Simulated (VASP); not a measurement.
# Ir (I4/mmm) in VASP: single point with PBE

Aim: the single point of Ir with PBE.

Program: VASP 6.6.1. These are calculated values, not measurements. Logs are shortened: lines on timing, memory, paths and dates and some standing lists are left out, and cuts for length are marked.

### 1 The cell of the first run

The structure is tetragonal, space group I4/mmm (No. 139). Conventional cell: a = 2.855 Å, b = 2.855 Å, c = 3.693 Å, α = 90.00°, β = 90.00°, γ = 90.00°. Within 3.6 Å of Ir (site symmetry 4/mmm) lie 12 Ir at 2.74 to 2.86 Å.

### 2 Single point, PBE (strained)

Contents of INCAR:

```
SYSTEM = Ir
ALGO = Normal ; EDIFF = 1E-6
ENCUT = 520 ; GGA = PE
ISIF = 2 ; ISMEAR = 0
LASPH = .TRUE. ; LCHARG = .FALSE.
LREAL = .FALSE. ; LWAVE = .FALSE.
NBANDS = 10 ; NELM = 100
PREC = Accurate ; SIGMA = 0.1
```

Contents of KPOINTS:

```
k-points
0
G
  16 16 16
  0 0 0
```

Contents of POSCAR:

```
Ir
1.0
    0.0000000000      2.0190636720      2.0190636720
    1.8462906720      0.0000000000      2.0190636720
    1.8462906720      2.0190636720      0.0000000000
Ir
1
Direct
    0.0000000000      0.0000000000      0.0000000000
```

Potentials or basis: VASP PAW PBE potentials, release 64 (Ir).

Launch:

```sh
$ cat potpaw_PBE.64/Ir/POTCAR > POTCAR
$ mpirun -np 1 vasp_std > vasp.out
```

OUTCAR:

```text
SYSTEM = Ir
   EDIFF = 1E-6
   ENCUT = 520
   GGA = PE
   ISIF = 2
   ISMEAR = 0
   LASPH = .TRUE.
   LREAL = .FALSE.
   NELM = 100
   PREC = Accurate

 ion  position               nearest neighbor table
   1  0.000  0.000  0.000-

  LATTYP: Found a body centered tetragonal cell.
 ALAT       =     2.8553872282
 C/A-ratio  =     1.2931981020

  Lattice vectors:

 A1 = (  -1.8462906720,   0.0000000000,  -2.0190636720)
 A2 = (  -1.8462906720,   0.0000000000,   2.0190636720)
 A3 = (   1.8462906720,   2.0190636720,   0.0000000000)

Analysis of symmetry for initial positions (statically):
=====================================================================
 Subroutine PRICEL returns:
 Original cell was already a primitive cell.

 Routine SETGRP: Setting up the symmetry group for a
 body centered tetragonal supercell.

 Subroutine GETGRP returns: Found 16 space group operations
 (whereof 16 operations were pure point group operations)
 out of a pool of 16 trial point group operations.

The static configuration has the point symmetry D_4h.

Analysis of symmetry for dynamics (positions and initial velocities):
=====================================================================
 Subroutine PRICEL returns:
 Original cell was already a primitive cell.

 Routine SETGRP: Setting up the symmetry group for a
 body centered tetragonal supercell.

 Subroutine GETGRP returns: Found 16 space group operations
 (whereof 16 operations were pure point group operations)
 out of a pool of 16 trial point group operations.

The dynamic configuration has the point symmetry D_4h.

 Subroutine INISYM returns: Found 16 space group operations
 (whereof 16 operations are pure point group operations),
 and found     1 'primitive' translations

----------------------------------------------------------------------------------------

                                     Primitive cell

  volume of cell :      15.0532

  direct lattice vectors                    reciprocal lattice vectors
     0.000000000  2.019063672  2.019063672    -0.270813262  0.247639541  0.247639541
     1.846290672  0.000000000  2.019063672     0.270813262 -0.247639541  0.247639541
     1.846290672  2.019063672  0.000000000     0.270813262  0.247639541 -0.247639541

  length of vectors
     2.855387228  2.735947250  2.735947250     0.442708151  0.442708151  0.442708151

[... 77 lines left out ...]
   NELM   =    100;   NELMIN=  2; NELMDL= -5     # of ELM steps
   EDIFF  = 0.1E-05   stopping-criterion for ELM
   LREAL  =      F    real-space projection
   EDIFFG = 0.1E-04   stopping-criterion for IOM
   NSW    =      0    number of steps for IOM
   IBRION =     -1    ionic relax: 0-MD 1-quasi-New 2-CG
   NFREE  =      0    steps in history (QN), initial steepest desc. (CG)
   ISIF   =      2    stress and relaxation
   ISYM   =      2    0-nonsym 1-usesym 2-fastsym
   POTIM  = 0.5000    time-step for ionic-motion
   TEBEG  =    0.0;   TEEND  =   0.0 temperature during run
   PSTRESS=    0.0 pullay stress
   NELECT =       9.0000    total number of electrons
   NUPDOWN=      -1.0000    fix difference up-down
   EMIN   =  10.00;   EMAX   =-10.00  energy-range for DOS
   EFERMI =   0.00;   METHOD = LEGACY
   ISMEAR =     0;   SIGMA  =   0.10  broadening in eV -4-tet -1-fermi 0-gaus
   EFERMI_NEDOS =   21; number of points for ismear=-14 and -15
   IALGO  =     38    algorithm
   IMIX   =      4    mixing-type and parameters
     AMIX     =   0.40;   BMIX     =  1.00
     AMIX_MAG =   1.60;   BMIX_MAG =  1.00
  volume/ion in A,a.u.               =      15.05       101.58
  Fermi-wavevector in a.u.,A,eV,Ry     =   1.379153  2.606220 25.879121  1.902062
  Thomas-Fermi vector in A             =   2.504148
   LORBIT       =      0    0 simple, 1 ext, 2 COOP (PROOUT), +10 PAW based schemes
   GGA     = PE    functional components
   LHFCALC =     F    Hartree Fock is set to
   AEXX    =    0.0000 exact exchange contribution
   IVDW    =     0    specifies the selected vdW correction
   LEPSILON=     F    determine dielectric tensor
   LRPA    =     F    only Hartree local field effects (RPA)
 non-spin polarized calculation
 Gauss-broadening in eV      SIGMA  =   0.10
  energy-cutoff  :      520.00
  volume of cell :       15.05
 maximum number of plane-waves:       426
 NGX is ok and might be reduce to    24
   NGX = 11   NGY = 11   NGZ = 11

 number of electron       9.0000000 magnetization

 Free energy of the ion-electron system (eV)
  ---------------------------------------------------
  ext. energy  EPLUGINS =         0.00000000
  ---------------------------------------------------
  free energy    TOTEN  =        -8.75172957 eV

  energy without entropy =       -8.74475767  energy(sigma->0) =       -8.74824362

 E-fermi :   9.3329     XC(G=0): -13.6176

 val. band max:        9.3257522202   @ k =  -0.3750   0.1875   0.0000
 cond. band min:       9.3429090704   @ k =  -0.3750   0.0625   0.0000
 fundamental gap:      0.0171568502
 Fermi energy:         9.3328837920

 k-point     1 :       0.0000    0.0000    0.0000
  band No.  band energies     occupation
      1      -1.0996      2.00000
      2       5.5549      2.00000
      3       5.5549      2.00000
      4       6.5507      2.00000
      5       7.5613      2.00000
      6       8.8518      2.00000
      7      23.9309      0.00000
      8      28.1654      0.00000
      9      28.1654      0.00000
     10      30.9029      0.00000
[... 287 lines left out ...]
 k-point    24 :      -0.0625    0.0625    0.0000
  band No.  band energies     occupation
      1      -0.6574      2.00000
      2       5.4877      2.00000
      3       5.7769      2.00000
      4       6.4926      2.00000
      5       7.5808      2.00000
      6       8.6738      2.00000
      7      24.6302      0.00000
      8      27.3387      0.00000
      9      28.3710      0.00000
     10      30.4776      0.00000

 [... further k-points ...]
[... 5 lines left out ...]
  --------------------------------------------------------------------------------------
  -------------------------------------------------------------------------------------
  Total        0.6545856     -1.7148882     -1.7148882      0.0000000      0.0000000     -0.0000000
  in kB       69.6701769   -182.5224468   -182.5224468      0.0000000      0.0000000     -0.0000000
  external PRESSURE =     -98.4582389 kB  Pullay stress =       0.0000000 kB

 VOLUME and BASIS-vectors are now :
 -----------------------------------------------------------------------------
  energy-cutoff  :      520.00
  volume of cell :       15.05
      direct lattice vectors                 reciprocal lattice vectors
     0.000000000  2.019063672  2.019063672    -0.270813262  0.247639541  0.247639541
     1.846290672  0.000000000  2.019063672     0.270813262 -0.247639541  0.247639541
     1.846290672  2.019063672  0.000000000     0.270813262  0.247639541 -0.247639541

 POSITION                                       TOTAL-FORCE (eV/Angst)
 -----------------------------------------------------------------------------------
      0.00000      0.00000      0.00000        -0.000000      0.000000     -0.000000
 -----------------------------------------------------------------------------------
    total drift:                               -0.000000     -0.000000      0.000000

  FREE ENERGIE OF THE ION-ELECTRON SYSTEM (eV)
  ---------------------------------------------------
  free  energy   TOTEN  =        -8.7517295680 eV

  energy  without entropy=       -8.7447576683  energy(sigma->0) =       -8.74824362
```

stdout:

```text
POSCAR found type information on POSCAR Ir
 POSCAR found :  1 types and       1 ions
 scaLAPACK will be used
 LDA part: xc-table for (Slater+PW92), standard interpolation
 POSCAR, INCAR and KPOINTS ok, starting setup
 FFT: planning ... GRIDC
 FFT: planning ... GRID_SOFT
 FFT: planning ... GRID
 WAVECAR not read
 entering main loop
```

Run time: 23 s. Hardware: 1 thread of AMD EPYC 9R45 (Zen 5), shared host; peak memory 0.14 GiB.

Results:

```yaml
Free_energy: -8.7517 eV
Pressure: -9.8 GPa
```

Levels at points of the mesh, in eV from the Fermi level:
```tsv
k point	band 1	band 2	band 3	band 4	band 5	band 6	band 7	band 8
(0.00, 0.00, 0.00)	-10.43	-3.78	-3.78	-2.78	-1.77	-0.48	14.60	18.83
(0.50, 0.00, 0.00)	-7.42	-4.14	-2.97	-0.54	0.49	1.14	6.75	13.84
(0.50, 0.50, 0.00)	-7.23	-6.55	0.70	0.82	1.17	1.74	9.01	11.62
(0.00, 0.50, 0.50)	-7.10	-6.73	0.76	1.39	1.39	3.03	10.40	10.40
```

Caveat: the cell differs from its parent crystal (strained); spin-orbit coupling is left out, which moves the levels of the heavy elements.
